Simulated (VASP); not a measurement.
# Ta (C2/c) in VASP: further runs

The runs below take Ta through single point, with r2SCAN.

Everything below comes from runs of VASP 6.6.1. Logs are shortened: lines on timing, memory, paths and dates and some standing lists are left out, and cuts for length are marked.

### 1 The cell of the first run

The typed cell holds 2 atoms: a = 5.226 Å, b = 5.226 Å, c = 3.002 Å, α = 97.79°, β = 97.79°, γ = 147.61°.

### 2 Single point, r2SCAN (19.19 Å³/atom)

POSCAR

```
Ta
1.0
   -3.5486703394      3.5482180146      1.4576929245
    3.5482180146     -3.5486703394      1.4576929245
    1.8552575676      1.8552575676     -1.4585213582
Ta
2
Direct
    0.9999358771      0.0000641229      0.0000000000
    0.7500641229      0.2499358771      0.5000000000
```

INCAR.step1

```
PREC = Accurate
ENCUT = 520
ISMEAR = -1
SIGMA = 0.1
LREAL = False
LASPH = True
NELM = 60
NBANDS = 18
GGA = PE
ALGO = Normal
EDIFF = 1E-4
LWAVE = True
LCHARG = False
```

INCAR.step2

```
PREC = Accurate
ENCUT = 520
EDIFF = 1E-6
ISMEAR = -1
SIGMA = 0.1
LREAL = False
LASPH = True
NELM = 60
ALGO = Normal
ISIF = 2
LWAVE = False
LCHARG = False
METAGGA = R2SCAN
LMIXTAU = True
NBANDS = 18
ISTART = 1
```

KPOINTS

```
Automatic mesh
0
Gamma
  14 14 14
```

Potentials or basis: VASP PAW PBE potentials, release 64 (Ta_pv).

Run with:

```bash
> cat potpaw_PBE.64/Ta_pv/POTCAR > POTCAR
> cp INCAR.step1 INCAR
> mpirun -np 1 vasp_std > vasp.out
> cp INCAR.step2 INCAR
> mpirun -np 1 vasp_std > vasp.out
```

OUTCAR:

```text
PREC = Accurate
   ENCUT = 520
   EDIFF = 1E-6
   ISMEAR = -1
   LREAL = False
   LASPH = True
   NELM = 60
   ISIF = 2
   METAGGA = R2SCAN
   ISTART = 1

 ion  position               nearest neighbor table
   1  1.000  0.000  0.000-   2 2.92   2 2.92   2 2.92   2 2.92   2 3.58   2 3.58   2 3.58   2 3.58

   2  0.750  0.250  0.500-   1 2.92   1 2.92   1 2.92   1 2.92   1 3.58   1 3.58   1 3.58   1 3.58

  Warning from LATTYP: Got some problem with cell dimensions!
  Tried to take original basis but could not verify dimensions!
  LATTYP: Found a base centered monoclinic cell.
 ALAT       =     2.9153859192
 B/A-ratio  =     3.4426028111
 C/A-ratio  =     1.0291981554
 COS(beta)  =    -0.4853471571

  Lattice vectors:

 A1 = (   3.5486703394,  -3.5482180146,  -1.4576929245)
 A2 = (  -3.5482180146,   3.5486703394,  -1.4576929245)
 A3 = (   1.8548052428,   1.8548052428,   1.4568644908)

Analysis of symmetry for initial positions (statically):
=====================================================================
 Subroutine PRICEL returns:
 Original cell was already a primitive cell.

 Routine SETGRP: Setting up the symmetry group for a
 base centered monoclinic supercell.

 Subroutine GETGRP returns: Found  4 space group operations
 (whereof  2 operations were pure point group operations)
 out of a pool of  4 trial point group operations.

The static configuration has the point symmetry C_2 .
 The point group associated with its full space group is C_2h.

Analysis of symmetry for dynamics (positions and initial velocities):
=====================================================================
 Subroutine PRICEL returns:
 Original cell was already a primitive cell.

 Routine SETGRP: Setting up the symmetry group for a
 base centered monoclinic supercell.

 Subroutine GETGRP returns: Found  4 space group operations
 (whereof  2 operations were pure point group operations)
 out of a pool of  4 trial point group operations.

The dynamic configuration has the point symmetry C_2 .
 The point group associated with its full space group is C_2h.

 Subroutine INISYM returns: Found  4 space group operations
 (whereof  2 operations are pure point group operations),
 and found     1 'primitive' translations

----------------------------------------------------------------------------------------

                                     Primitive cell

  volume of cell :      38.3809

  direct lattice vectors                    reciprocal lattice vectors
    -3.548670339  3.548218015  1.457692925     0.064391797  0.205298621  0.343049613
     3.548218015 -3.548670339  1.457692925     0.205298621  0.064391797  0.343049613
     1.855257568  1.855257568 -1.458521358     0.269537234  0.269537234  0.000083638

  length of vectors
     5.225684732  5.225684732  3.001873721     0.404940569  0.404940569  0.381183222

  position of ions in fractional coordinates (direct lattice)
     0.999935877  0.000064123  1.000000000
     0.750064123  0.249935877  0.500000000

  ion indices of the primitive-cell ions
   primitive index   ion index
                 1           1
                 2           2

----------------------------------------------------------------------------------------

 KPOINTS: Automatic mesh

Automatic generation of k-mesh.
 Grid dimensions read from file:
 generate k-points for:   14   14   14

 Generating k-lattice:

  Cartesian coordinates                     Fractional coordinates (reciprocal lattice)
     0.004599414  0.014664187  0.024503544     0.071428571  0.000000000  0.000000000
     0.014664187  0.004599414  0.024503544     0.000000000  0.071428571  0.000000000
     0.019252660  0.019252660  0.000005974    -0.000000000 -0.000000000  0.071428571

  Length of vectors
     0.028924326  0.028924326  0.027227373

  Shift w.r.t. Gamma in fractional coordinates (k-lattice)
     0.000000000  0.000000000  0.000000000

 Subroutine IBZKPT returns following result:
 ===========================================

 Found    744 irreducible k-points:

 Following reciprocal coordinates:
            Coordinates               Weight
  0.000000  0.000000  0.000000      1.000000
  0.071429  0.000000  0.000000      4.000000
  0.142857  0.000000  0.000000      4.000000
  0.214286  0.000000  0.000000      4.000000
  0.285714  0.000000  0.000000      4.000000
  0.357143  0.000000  0.000000      4.000000
[... 16 lines left out ...]
  0.214286  0.142857  0.000000      4.000000
  0.285714  0.142857  0.000000      4.000000
 [... further k-points ...]
   k-points           NKPTS =    744   k-points in BZ     NKDIM =    744   number of bands    NBANDS=     18
   number of dos      NEDOS =    301   number of ions     NIONS =      2
   total plane-waves  NPLWV =  38400
   dimension x,y,z NGX =    40 NGY =   40 NGZ =   24
   dimension x,y,z NGXF=    80 NGYF=   80 NGZF=   48
   ions per type =               2
   NGX,Y,Z   is equivalent  to a cutoff of  12.73, 12.73, 13.29 a.u.
   NGXF,Y,Z  is equivalent  to a cutoff of  25.45, 25.45, 26.58 a.u.
 SYSTEM =  unknown system
   PREC   = accura    normal or accurate (medium, high low for compatibility)
   ISTART =      1    job   : 0-new  1-cont  2-samecut
   ICHARG =      0    charge: 1-file 2-atom 10-const
   ISPIN  =      1    spin polarized calculation?
   LNONCOLLINEAR =      F non collinear calculations
   LSORBIT =      F    spin-orbit coupling
   LASPH  =      T    aspherical Exc in radial PAW
   ENCUT  =  520.0 eV  38.22 Ry    6.18 a.u.   9.72  9.72  5.58*2*pi/ulx,y,z
   NELM   =     60;   NELMIN=  2; NELMDL=  0     # of ELM steps
   EDIFF  = 0.1E-05   stopping-criterion for ELM
   LREAL  =      F    real-space projection
   EDIFFG = 0.1E-04   stopping-criterion for IOM
   NSW    =      0    number of steps for IOM
   IBRION =     -1    ionic relax: 0-MD 1-quasi-New 2-CG
   NFREE  =      0    steps in history (QN), initial steepest desc. (CG)
   ISIF   =      2    stress and relaxation
   ISYM   =      2    0-nonsym 1-usesym 2-fastsym
   POTIM  = 0.5000    time-step for ionic-motion
   TEBEG  =    0.0;   TEEND  =   0.0 temperature during run
   PSTRESS=    0.0 pullay stress
   NELECT =      22.0000    total number of electrons
   NUPDOWN=      -1.0000    fix difference up-down
   EMIN   =  10.00;   EMAX   =-10.00  energy-range for DOS
   EFERMI =   0.00;   METHOD = LEGACY
   ISMEAR =    -1;   SIGMA  =   0.10  broadening in eV -4-tet -1-fermi 0-gaus
   EFERMI_NEDOS =   21; number of points for ismear=-14 and -15
   IALGO  =     38    algorithm
   IMIX   =      4    mixing-type and parameters
     AMIX     =   0.40;   BMIX     =  1.00
     AMIX_MAG =   1.60;   BMIX_MAG =  1.00
  volume/ion in A,a.u.               =      19.19       129.50
  Fermi-wavevector in a.u.,A,eV,Ry     =   1.359911  2.569860 25.162060  1.849359
  Thomas-Fermi vector in A             =   2.486619
   LORBIT       =      0    0 simple, 1 ext, 2 COOP (PROOUT), +10 PAW based schemes
   METAGGA = R2SCAN    functional components
   LHFCALC =     F    Hartree Fock is set to
   AEXX    =    0.0000 exact exchange contribution
   IVDW    =     0    specifies the selected vdW correction
   LEPSILON=     F    determine dielectric tensor
   LRPA    =     F    only Hartree local field effects (RPA)
 non-spin polarized calculation
  energy-cutoff  :      520.00
  volume of cell :       38.38
 maximum number of plane-waves:      1060
   NGX = 19   NGY = 19   NGZ = 11

 number of electron      21.9999997 magnetization

 Free energy of the ion-electron system (eV)
  ---------------------------------------------------
  ext. energy  EPLUGINS =         0.00000000
  ---------------------------------------------------
  free energy    TOTEN  =       -96.90915120 eV

  energy without entropy =      -96.83699763  energy(sigma->0) =      -96.87307442

 E-fermi :   5.0363     XC(G=0): -13.3877

 val. band max:        5.0344108332   @ k =   0.0714   0.0000   0.0000
 cond. band min:       5.0363499005   @ k =  -0.0714  -0.0714   0.3571
 fundamental gap:      0.0019390673
 Fermi energy:         5.0363436874

 k-point     1 :       0.0000    0.0000    0.0000
  band No.  band energies     occupation
      1     -30.6778      2.00000
      2     -29.7843      2.00000
      3     -29.6474      2.00000
      4     -29.6437      2.00000
      5     -29.6380      2.00000
      6     -29.6167      2.00000
[... 10 lines left out ...]
     17       9.3517      0.00000
     18      11.1000      0.00000

 k-point     2 :       0.0714    0.0000    0.0000
  band No.  band energies     occupation
      1     -30.6612      2.00000
      2     -29.8040      2.00000
      3     -29.6878      2.00000
      4     -29.6825      2.00000
      5     -29.6452      2.00000
      6     -29.6291      2.00000
[... 10 lines left out ...]
     17       9.7377      0.00000
     18      11.1260      0.00000

 k-point     3 :       0.1429    0.0000    0.0000
  band No.  band energies     occupation
      1     -30.6144      2.00000
      2     -29.8813      2.00000
      3     -29.8150      2.00000
      4     -29.7677      2.00000
      5     -29.6654      2.00000
      6     -29.6477      2.00000
[... 10 lines left out ...]
     17      10.2718      0.00000
     18      11.3861      0.00000

 k-point     4 :       0.2143    0.0000    0.0000
  band No.  band energies     occupation
      1     -30.5475      2.00000
      2     -30.0496      2.00000
      3     -29.9830      2.00000
      4     -29.8352      2.00000
      5     -29.7113      2.00000
      6     -29.6624      2.00000
[... 375 lines left out ...]
      4     -29.8945      2.00000
      5     -29.7453      2.00000
      6     -29.6622      2.00000
[... 10 lines left out ...]
     17      10.2429      0.00000
     18      13.1145      0.00000

 k-point    23 :       0.2143    0.1429    0.0000
  band No.  band energies     occupation
      1     -30.5181      2.00000
      2     -30.3653      2.00000
      3     -30.2936      2.00000
      4     -29.9413      2.00000
      5     -29.7862      2.00000
      6     -29.6864      2.00000
[... 10 lines left out ...]
     17      10.4925      0.00000
     18      13.4706      0.00000

 k-point    24 :       0.2857    0.1429    0.0000
  band No.  band energies     occupation
      1     -30.5978      2.00000
      2     -30.4778      2.00000
      3     -30.2618      2.00000
      4     -29.9710      2.00000
      5     -29.8190      2.00000
      6     -29.7190      2.00000
[... 10 lines left out ...]
     17      11.3719      0.00000
     18      13.2279      0.00000

 [... further k-points ...]

------------------------ aborting loop because EDIFF is reached ----------------------------------------

  FORCE on cell =-STRESS in cart. coord.  units (eV):
  Direction    XX          YY          ZZ          XY          YZ          ZX
  --------------------------------------------------------------------------------------
  -------------------------------------------------------------------------------------
  Total       -1.6668050     -1.6668050     -1.5047386     -0.1091164      0.0041654      0.0041654
  in kB      -69.5793133    -69.5793133    -62.8139925     -4.5549663      0.1738807      0.1738816
  external PRESSURE =     -67.3242064 kB  Pullay stress =       0.0000000 kB

 VOLUME and BASIS-vectors are now :
 -----------------------------------------------------------------------------
  energy-cutoff  :      520.00
  volume of cell :       38.38
      direct lattice vectors                 reciprocal lattice vectors
    -3.548670339  3.548218015  1.457692925     0.064391797  0.205298621  0.343049613
     3.548218015 -3.548670339  1.457692925     0.205298621  0.064391797  0.343049613
     1.855257568  1.855257568 -1.458521358     0.269537234  0.269537234  0.000083638

 POSITION                                       TOTAL-FORCE (eV/Angst)
 -----------------------------------------------------------------------------------
     -3.54822      3.54776      1.45769        -0.008105      0.008105     -0.000000
     -0.84727      2.70208      0.72843         0.008105     -0.008105      0.000000
 -----------------------------------------------------------------------------------
    total drift:                                0.000000     -0.000000      0.000000

  FREE ENERGIE OF THE ION-ELECTRON SYSTEM (eV)
  ---------------------------------------------------
  free  energy   TOTEN  =       -96.9091511958 eV

  energy  without entropy=      -96.8369976343  energy(sigma->0) =      -96.87307442
```

It took 15 min on 1 thread of Intel Xeon 6975P-C (Granite Rapids), shared host; peak memory 0.54 GiB.

Results:

| Property | Result |
| --- | --- |
| Free energy | -96.9092 eV |
| Pressure | -6.7 GPa |
| Largest force | 0.011 eV/Å |
| Band gap on the k mesh | zero (bands 11 and 12 overlap by 2.41 eV) |

Forces on the atoms (eV/Å):
```
Ta  -0.008  0.008  0.000
Ta   0.008 -0.008  0.000
```

Caveat: the cell stands under tension; the PAW data sets were made with another functional, which shifts forces and pressure a little; spin-orbit coupling is left out, which moves the levels of the heavy elements.

### 3 Single point, r2SCAN (16.98 Å³/atom)

This run uses another cell than the first one, of 16.98 Å³/atom.

POSCAR

```
Ta
1.0
   -3.4065687068      3.4061344947      1.3993216123
    3.4061344947     -3.4065687068      1.3993216123
    1.7809663249      1.7809663249     -1.4001168724
Ta
2
Direct
    0.9999358771      0.0000641229      0.0000000000
    0.7500641229      0.2499358771      0.5000000000
```

INCAR.step1

```
SYSTEM = Ta
ALGO = Normal ; EDIFF = 1E-4
ENCUT = 520 ; GGA = PE
ISMEAR = -1 ; LASPH = .True.
LCHARG = .False. ; LREAL = .False.
LWAVE = .True. ; NBANDS = 18
NELM = 60 ; PREC = Accurate
SIGMA = 0.1
```

INCAR.step2

```
SYSTEM = Ta
ALGO = Normal ; EDIFF = 1E-6
ENCUT = 520 ; ISIF = 2
ISMEAR = -1 ; ISTART = 1
LASPH = .True. ; LCHARG = .True.
LELF = .True. ; LMIXTAU = .True.
LREAL = .False. ; LVHAR = .True.
LWAVE = .False. ; METAGGA = R2SCAN
NBANDS = 18 ; NELM = 60
PREC = Accurate ; SIGMA = 0.1
```

KPOINTS

```
k-points
0
Gamma
  14 14 14
  0 0 0
```

Potentials or basis: VASP PAW PBE potentials, release 64 (Ta_pv).

Run with:

```bash
> cat potpaw_PBE.64/Ta_pv/POTCAR > POTCAR
> cp INCAR.step1 INCAR
> mpirun -np 1 vasp_std > vasp.out
> cp INCAR.step2 INCAR
> mpirun -np 1 vasp_std > vasp.out
```

Wall time 13 min (1 thread of Intel Xeon 6975P-C (Granite Rapids), shared host); peak memory 0.49 GiB.

Results (log left out):

- Free energy: -96.7634 eV
- Pressure: 19.7 GPa
- Largest force: 0.018 eV/Å
- Band gap on the k mesh: zero (bands 11 and 12 overlap by 3.03 eV)

Forces on the atoms (eV/Å):
```
Ta  -0.012  0.012  0.000
Ta   0.012 -0.012  0.000
```

Stress tensor (GPa, compression positive):
```
20.31  0.54  0.02
 0.54 20.31  0.02
 0.02  0.02 18.40
```

Levels at points of the mesh, in eV from the Fermi level:
| k point | band 7 | band 8 | band 9 | band 10 | band 11 | band 12 | band 13 | band 14 | band 15 | band 16 |
| --- | --- | --- | --- | --- | --- | --- | --- | --- | --- | --- |
| (0.00, 0.00, 0.00) | -8.79 | -5.11 | -0.56 | 0.22 | 0.70 | 1.63 | 1.70 | 1.82 | 2.39 | 4.73 |
| (0.50, 0.00, 0.00) | -4.63 | -4.34 | -3.59 | -1.02 | 0.52 | 1.24 | 3.18 | 4.93 | 6.85 | 7.21 |
| (0.50, 0.50, 0.00) | -6.53 | -6.53 | -1.19 | -1.17 | 0.59 | 0.60 | 2.30 | 2.30 | 3.07 | 3.08 |
| (0.00, 0.00, 0.50) | -3.96 | -3.96 | -2.07 | -2.07 | -0.93 | -0.93 | 4.50 | 4.50 | 7.41 | 7.41 |
| (0.50, 0.00, 0.50) | -4.63 | -4.34 | -3.58 | -1.03 | 0.51 | 1.25 | 3.18 | 4.93 | 6.83 | 7.20 |
| (0.50, 0.50, 0.50) | -5.05 | -5.05 | -2.47 | -2.47 | 1.98 | 1.98 | 3.53 | 3.53 | 7.39 | 7.39 |

Caveat: the cell stands under pressure; the PAW data sets were made with another functional, which shifts forces and pressure a little; spin-orbit coupling is left out, which moves the levels of the heavy elements.
